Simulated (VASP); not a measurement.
Wanted: the native input for a VASP 6.6.1 run.

```
Task                   : single point
Functional             : PBE
Potentials or basis    : VASP PAW PBE potentials, release 64 (Au)
Cutoff                 : 500 eV
k mesh                 : 18 × 18 × 10
Occupations            : gaussian, width 0.15 eV
Spin                   : no spin polarisation
Dipole correction      : no
Further INCAR settings : ALGO = Normal; EDIFF = 1e-06; NBANDS = 18
```

The structure of Au lies in POSCAR:

```
Au
1.0
    2.8440378883      0.0000000000      0.0000000000
   -1.4220189441      2.4630090606      0.0000000000
    0.0000000000      0.0000000000      4.7677800545
Au
2
Direct
    0.2609977991      0.6666666667      0.7500000000
    0.7390022009      0.3333333333      0.2500000000
```

This cell differs from its parent crystal: atoms displaced along a vibrational mode, the cell strained.

These files were run (other wordings do the same):

INCAR

```
SYSTEM = Au
ALGO = Normal ; EDIFF = 1E-6
ENCUT = 500 ; GGA = PE
GGA_COMPAT = .FALSE. ; ISIF = 2
ISMEAR = 0 ; LASPH = .TRUE.
LCHARG = .TRUE. ; LELF = .TRUE.
LREAL = .FALSE. ; LVHAR = .TRUE.
LWAVE = .FALSE. ; NBANDS = 18
NELM = 120 ; PREC = Accurate
SIGMA = 0.15
```

KPOINTS

```
k-points
0
G
  18 18 10
  0 0 0
```

Potentials or basis: VASP PAW PBE potentials, release 64 (Au).

The run is started by

```bash
$ cat potpaw_PBE.64/Au/POTCAR > POTCAR
$ mpirun -np 1 vasp_std > vasp.out
```

Results of the run:

* Pressure: 14.3 GPa
* Largest force: 0.445 eV/Å
* Band gap on the k mesh: zero (bands 11 and 12 overlap by 6.54 eV)

Caveat: the cell differs from its parent crystal (atoms displaced along a vibrational mode, the cell strained); the cell stands under pressure; spin-orbit coupling is left out, which moves the levels of the heavy elements.

It took 11 min on 1 thread of Intel Xeon 8259CL, with other jobs on the host, peak memory 0.54 GiB.
